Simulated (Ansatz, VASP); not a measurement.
# Two plane-wave programs on Cu

INCAR

```
SYSTEM = Cu
ALGO     = Fast           ! electronic algorithm
EDIFF    = 1E-6           ! SCF threshold, eV
ENCUT    = 520            ! plane-wave cutoff, eV
GGA      = PE             ! functional
ISIF     = 2              ! what is computed and relaxed
ISMEAR   = 0              ! smearing method
LASPH    = .True.         ! aspherical terms in the spheres
LCHARG   = .False.        ! write CHGCAR
LREAL    = .False.        ! projectors in reciprocal space
LWAVE    = .False.        ! write WAVECAR
NBANDS   = 12             ! bands
NELM     = 100            ! most SCF steps
PREC     = Accurate       ! precision mode
SIGMA    = 0.15           ! smearing width, eV
```

The input KPOINTS:

```
k-points
0
Gamma
  28 28 28
  0 0 0
```

Contents of POSCAR:

```
Cu
1.0
    0.0000000000      1.7967253865      1.8148741278
    1.8148741278      0.0000000000      1.8148741278
    1.8148741278      1.7967253865      0.0000000000
Cu
1
Direct
    0.0000000000      0.0000000000      0.0000000000
```

Input for Ansatz:

```yaml
crystal:
  lattice:
    - [0.0, 1.7967253865, 1.8148741278]
    - [1.8148741278, 0.0, 1.8148741278]
    - [1.8148741278, 1.7967253865, 0.0]
  atoms:
    - { symbol: Cu, position: [0.0, 0.0, 0.0] }
basis:
  ecutwfc: 420
kpoints:
  mp_grid: { grid: [28, 28, 28] }
hamiltonian:
  xc: pbe
scf:
  occupations: { method: gaussian, width: 0.15 }
output:
  forces: true
  stress: true
  eigenvalues: true
```

Change from the starting cell: strain -0.0100 x Voigt [0, 1, 0, 0, 0, 0], atoms carried along.

Alike in both runs: task single point; functional PBE; k mesh 28 × 28 × 28; occupations gaussian, width 0.15 eV; no spin polarisation.

|  | VASP | Ansatz |
| --- | --- | --- |
| version | VASP 6.6.1 | Ansatz 0.2.0 |
| potentials or method | VASP PAW PBE potentials, release 64 (Cu), cutoff 520 eV | scalar-relativistic, plane waves, PAW |
| valence electrons in the cell | 11 | 19 |

```csv
,VASP,Ansatz,Ansatz less VASP
gap on the k mesh at the Fermi level (eV),none,none,-
pressure (GPa),1.9,1.4,-0.43
"traceless stress, the component that is largest in VASP (GPa)",0.39,0.40,+0.007
```

A gap of «none» marks a metal or a gap that the smearing closes. VASP's potentials hold 11 valence electrons a cell and Ansatz's 19, so a difference there can come from the potentials and not from the codes.
